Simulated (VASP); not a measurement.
# SrO (Fm-3m) in VASP: single point with HSE06

Aim: the single point of SrO with HSE06.

All numbers are computed with VASP 6.6.1; they aren't measurements. Logs are shortened: lines on timing, memory, paths and dates and some standing lists are left out, and cuts for length are marked.

## (1) The cell of the first run

The structure is cubic, space group Fm-3m (No. 225). The conventional cell has a = 5.315 Å, b = 5.315 Å, c = 5.315 Å, α = 90.00°, β = 90.00°, γ = 90.00°. Within 3.5 Å of Sr (site symmetry m-3m) lie 6 O at 2.66 Å. O (site symmetry m-3m) has 6 Sr at 2.66 Å within 3.5 Å.

## (2) Single point, HSE06 (strain +3.0%)

The input, POSCAR:

```
SrO
1.0
    0.0000000000      2.6572890963      2.6572890963
    2.6572890963      0.0000000000      2.6572890963
    2.6572890963      2.6572890963      0.0000000000
Sr O
1 1
Direct
    0.0000000000      0.0000000000      0.0000000000
    0.5000000000      0.5000000000      0.5000000000
```

The input, INCAR.step1:

```
PREC = Accurate ; ENCUT = 520
EDIFF = 1E-5 ; ISMEAR = 0
SIGMA = 0.01 ; LREAL = F
LASPH = T ; NELM = 100
ALGO = Normal ; ISIF = 2
LWAVE = T ; LCHARG = F
GGA = PE ; NBANDS = 15
```

The input, INCAR.step2:

```
PREC = Accurate ; ENCUT = 520
EDIFF = 1E-6 ; ISMEAR = 0
SIGMA = 0.01 ; LREAL = F
LASPH = T ; NELM = 100
ALGO = Normal ; ISIF = 2
LWAVE = F ; LCHARG = F
GGA = PE ; LHFCALC = T
HFSCREEN = 0.2079 ; PRECFOCK = Normal
ISTART = 1 ; NBANDS = 15
```

The input, KPOINTS:

```
Automatic mesh
0
Gamma
  6 6 6
```

Potentials or basis: VASP PAW PBE potentials, release 64 (Sr_sv, O).

Launch:

```bash
> cat potpaw_PBE.64/Sr_sv/POTCAR potpaw_PBE.64/O/POTCAR > POTCAR
> cp INCAR.step1 INCAR
> mpirun -np 1 vasp_std > vasp.out
> cp INCAR.step2 INCAR
> mpirun -np 1 vasp_std > vasp.out
```

OUTCAR:

```text
PREC = Accurate
   ENCUT = 520
   EDIFF = 1E-6
   ISMEAR = 0
   LREAL = F
   LASPH = T
   NELM = 100
   ISIF = 2
   GGA = PE
   LHFCALC = T
   HFSCREEN = 0.2079
   PRECFOCK = Normal
   ISTART = 1

 ion  position               nearest neighbor table
   1  0.000  0.000  0.000-   2 2.66   2 2.66   2 2.66   2 2.66   2 2.66   2 2.66
   2  0.500  0.500  0.500-   1 2.66   1 2.66   1 2.66   1 2.66   1 2.66   1 2.66

  LATTYP: Found a face centered cubic cell.
 ALAT       =     5.3145781926

  Lattice vectors:

 A1 = (   0.0000000000,   2.6572890963,   2.6572890963)
 A2 = (   2.6572890963,   0.0000000000,   2.6572890963)
 A3 = (   2.6572890963,   2.6572890963,   0.0000000000)

Analysis of symmetry for initial positions (statically):
=====================================================================
 Subroutine PRICEL returns:
 Original cell was already a primitive cell.

 Routine SETGRP: Setting up the symmetry group for a
 face centered cubic supercell.

 Subroutine GETGRP returns: Found 48 space group operations
 (whereof 48 operations were pure point group operations)
 out of a pool of 48 trial point group operations.

The static configuration has the point symmetry O_h .

Analysis of symmetry for dynamics (positions and initial velocities):
=====================================================================
 Subroutine PRICEL returns:
 Original cell was already a primitive cell.

 Routine SETGRP: Setting up the symmetry group for a
 face centered cubic supercell.

 Subroutine GETGRP returns: Found 48 space group operations
 (whereof 48 operations were pure point group operations)
 out of a pool of 48 trial point group operations.

The dynamic configuration has the point symmetry O_h .

 Subroutine INISYM returns: Found 48 space group operations
 (whereof 48 operations are pure point group operations),
 and found     1 'primitive' translations

----------------------------------------------------------------------------------------

                                     Primitive cell

  volume of cell :      37.5272

  direct lattice vectors                    reciprocal lattice vectors
     0.000000000  2.657289096  2.657289096    -0.188161687  0.188161687  0.188161687
     2.657289096  0.000000000  2.657289096     0.188161687 -0.188161687  0.188161687
[... 90 lines left out ...]
   EFERMI =   0.00;   METHOD = LEGACY
   ISMEAR =     0;   SIGMA  =   0.01  broadening in eV -4-tet -1-fermi 0-gaus
   EFERMI_NEDOS =   21; number of points for ismear=-14 and -15
   IALGO  =     38    algorithm
   IMIX   =      1    mixing-type and parameters
     AMIX     =   0.40;   BMIX     =  1.00
     AMIX_MAG =   1.60;   BMIX_MAG =  1.00
  volume/ion in A,a.u.               =      18.76       126.62
  Fermi-wavevector in a.u.,A,eV,Ry     =   1.232157  2.328439 20.656510  1.518211
  Thomas-Fermi vector in A             =   2.366938
   LORBIT       =      0    0 simple, 1 ext, 2 COOP (PROOUT), +10 PAW based schemes
   GGA     = PE    functional components
   LHFCALC =     T    Hartree Fock is set to
   PRECFOCK=normal    Normal, Fast or Accurate (Low or Medium for compatibility)
   ENCUT4O =  -1.0   cutoff for four orbital integrals eV
   NKREDX  =     1    reduce k-point grid by
   NKREDY  =     1    reduce k-point grid by
   NKREDZ  =     1    reduce k-point grid by
   AEXX    =    0.2500 exact exchange contribution
   HFSCREEN=    0.2079 screening length (either q_TF or 0.3 A-1)
   HFSCREENC=   0.2079 screening length for correlation (either q_TF or 0.3 A-1)
   ENCUTFOCK=  -1.0 apply spherical cutoff to Coloumb kernel
   IVDW    =     0    specifies the selected vdW correction
   LEPSILON=     F    determine dielectric tensor
   LRPA    =     F    only Hartree local field effects (RPA)
 non-spin polarized calculation
 Gauss-broadening in eV      SIGMA  =   0.01
  energy-cutoff  :      520.00
  volume of cell :       37.53
 maximum number of plane-waves:      1020
  NGX = 24; NGY = 24; NGZ = 24

 number of electron      16.0000007 magnetization

 Free energy of the ion-electron system (eV)
  ---------------------------------------------------
  ext. energy  EPLUGINS =         0.00000000
  ---------------------------------------------------
  free energy    TOTEN  =       -14.11626164 eV

  energy without entropy =      -14.11626164  energy(sigma->0) =      -14.11626164

 E-fermi :   0.3719     XC(G=0):  -7.9033

 val. band max:        0.1916538906   @ k =   0.0000   0.0000   0.0000
 cond. band min:       4.9265753233   @ k =   0.0000   0.0000   0.0000
 fundamental gap:      4.7349214327
 Fermi energy:         0.3718644945

 k-point     1 :       0.0000    0.0000    0.0000
  band No.  band energies     occupation
      1     -34.5366      2.00000
      2     -16.2489      2.00000
      3     -14.9750      2.00000
      4     -14.9750      2.00000
      5     -14.9750      2.00000
      6       0.1917      2.00000
      7       0.1917      2.00000
      8       0.1917      2.00000
      9       4.9266      0.00000
     10       7.7913      0.00000
     11       7.7913      0.00000
     12       7.7913      0.00000
     13       9.8311      0.00000
     14       9.8311      0.00000
[... 257 lines left out ...]
      2     -16.6167      2.00000
      3     -15.6011      2.00000
      4     -15.3736      2.00000
      5     -14.6847      2.00000
      6      -0.6554      2.00000
      7      -0.4244      2.00000
      8      -0.2193      2.00000
      9       6.2072      0.00000
     10       8.9627      0.00000
     11       9.6630      0.00000
     12      12.3043      0.00000
     13      12.4245      0.00000
     14      13.7649      0.00000
     15      14.4776      0.00000

------------------------ aborting loop because EDIFF is reached ----------------------------------------

  FORCE on cell =-STRESS in cart. coord.  units (eV):
  Direction    XX          YY          ZZ          XY          YZ          ZX
  --------------------------------------------------------------------------------------
  -------------------------------------------------------------------------------------
  Total       -1.5473186     -1.5473186     -1.5473186     -0.0000000      0.0000000     -0.0000000
  in kB      -66.0608146    -66.0608146    -66.0608146     -0.0000000      0.0000000     -0.0000000
  external PRESSURE =     -66.0608146 kB  Pullay stress =       0.0000000 kB

 VOLUME and BASIS-vectors are now :
 -----------------------------------------------------------------------------
  energy-cutoff  :      520.00
  volume of cell :       37.53
      direct lattice vectors                 reciprocal lattice vectors
     0.000000000  2.657289096  2.657289096    -0.188161687  0.188161687  0.188161687
     2.657289096  0.000000000  2.657289096     0.188161687 -0.188161687  0.188161687
     2.657289096  2.657289096  0.000000000     0.188161687  0.188161687 -0.188161687

 POSITION                                       TOTAL-FORCE (eV/Angst)
 -----------------------------------------------------------------------------------
      0.00000      0.00000      0.00000        -0.000000      0.000000     -0.000000
      2.65729      2.65729      2.65729         0.000000     -0.000000      0.000000
 -----------------------------------------------------------------------------------
    total drift:                               -0.000000     -0.000000     -0.000000

  FREE ENERGIE OF THE ION-ELECTRON SYSTEM (eV)
  ---------------------------------------------------
  free  energy   TOTEN  =       -14.1162616380 eV

  energy  without entropy=      -14.1162616380  energy(sigma->0) =      -14.11626164
```

OUTCAR.step1:

```text
PREC = Accurate
   ENCUT = 520
   EDIFF = 1E-5
   ISMEAR = 0
   LREAL = F
   LASPH = T
[... 497 lines left out ...]
 -----------------------------------------------------------------------------------
      0.00000      0.00000      0.00000         0.000000     -0.000000     -0.000000
      2.65729      2.65729      2.65729        -0.000000      0.000000      0.000000
 -----------------------------------------------------------------------------------
    total drift:                                0.000000      0.000000      0.000000

  FREE ENERGIE OF THE ION-ELECTRON SYSTEM (eV)
  ---------------------------------------------------
  free  energy   TOTEN  =       -12.0221002066 eV

  energy  without entropy=      -12.0221002066  energy(sigma->0) =      -12.02210021
```

Wall time 34 min (1 thread of Intel Xeon Platinum 8259CL at 2.50GHz (Skylake/Cascade Lake), shared host); peak memory 0.28 GiB.

What came out:

* Free energy: -14.1163 eV
* Pressure: -6.6 GPa
* Band gap on the k mesh: 4.73 eV

Levels at points of the mesh, in eV from the valence-band top:
| k point | band 4 | band 5 | band 6 | band 7 | band 8 | band 9 | band 10 | band 11 | band 12 | band 13 |
| --- | --- | --- | --- | --- | --- | --- | --- | --- | --- | --- |
| (0.00, 0.00, 0.00) | -15.17 | -15.17 | 0.00 | 0.00 | 0.00 | 4.73 | 7.60 | 7.60 | 7.60 | 9.64 |
| (0.50, 0.00, 0.00) | -15.23 | -14.22 | -2.07 | -1.01 | -1.01 | 7.76 | 9.15 | 10.09 | 10.09 | 12.98 |
| (0.50, 0.50, 0.00) | -15.45 | -15.45 | -0.64 | -0.16 | -0.16 | 4.74 | 8.78 | 11.23 | 11.35 | 12.22 |

Caveat: the cell differs from its parent crystal (strain +3.0%); the cell stands under tension; the PAW data sets were made with another functional, which shifts forces and pressure a little. A k mesh can miss the band edges.
